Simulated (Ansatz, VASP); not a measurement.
# Two plane-wave programs on C

File INCAR:

```
SYSTEM = C
PREC = Accurate ; ENCUT = 520
EDIFF = 1E-6 ; ISMEAR = 0
SIGMA = 0.15 ; LREAL = .FALSE.
LASPH = .TRUE. ; NELM = 100
ALGO = Normal ; ISIF = 2
LWAVE = .FALSE. ; LCHARG = .FALSE.
GGA = PS ; IVDW = 12
NBANDS = 11
```

KPOINTS

```
Automatic mesh
0
G
  21 21 12
  0 0 0
```

The input POSCAR:

```
C
1.0
    2.4576582469      0.0000000000      0.0000000000
   -1.2288291235      2.1283944757      0.0000000000
    0.0000000000      0.0000000000      3.5294822413
C
2
Direct
    0.3333333333      0.6666666667     -0.0177646453
    0.6666666667      0.3333333333      0.0177646453
```

Input for Ansatz:

```yaml
crystal:
  lattice:
    - [2.4576582469, 0.0, 0.0]
    - [-1.2288291235, 2.1283944757, 0.0]
    - [0.0, 0.0, 3.5294822413]
  atoms:
    - { symbol: C, position: [0.3333333333, 0.6666666667, -0.0177646453] }
    - { symbol: C, position: [0.6666666667, 0.3333333333, 0.0177646453] }
basis:
  ecutwfc: 520.0
kpoints:
  mp_grid: { grid: [21, 21, 12] }
hamiltonian:
  xc: pbesol
  pseudopotentials: { kind: paw, azcp: { folder: soft_1 } }
  dispersion: d3bj
scf:
  occupations: { method: gaussian, width: 0.15 }
output:
  forces: true
  stress: true
  eigenvalues: true
```

Change from the starting cell: mode 4 frozen in at -0.063 Å and mode 5 at +0.000 Å (largest displacements).

Alike in both runs: task single point; functional PBEsol; dispersion D3(BJ); k mesh 21 × 21 × 12; occupations gaussian, width 0.15 eV; no spin polarisation.

```csv
,VASP,Ansatz
version,VASP 6.6.1,Ansatz 0.2.0
potentials or method,"VASP PAW PBE potentials, release 64 (C), cutoff 520 eV","scalar-relativistic, plane waves, PAW"
valence electrons in the cell,8,8
```

```tsv
	VASP	Ansatz	Ansatz less VASP
gap on the k mesh at the Fermi level (eV)	none	none	-
pressure (GPa)	-0.2	-0.9	-0.70
traceless stress, the component that is largest in VASP (GPa)	-2.16	-1.39	+0.769
rms of the force components (eV/Å)	1.221	1.228	+0.0071
```

VASP's potentials were made for PBE, not for PBEsol, and Ansatz warns of the same on its side. Atom by atom the forces differ by 0.007 eV/Å (rms over components). A gap of «none» marks a metal or a gap that the smearing closes.
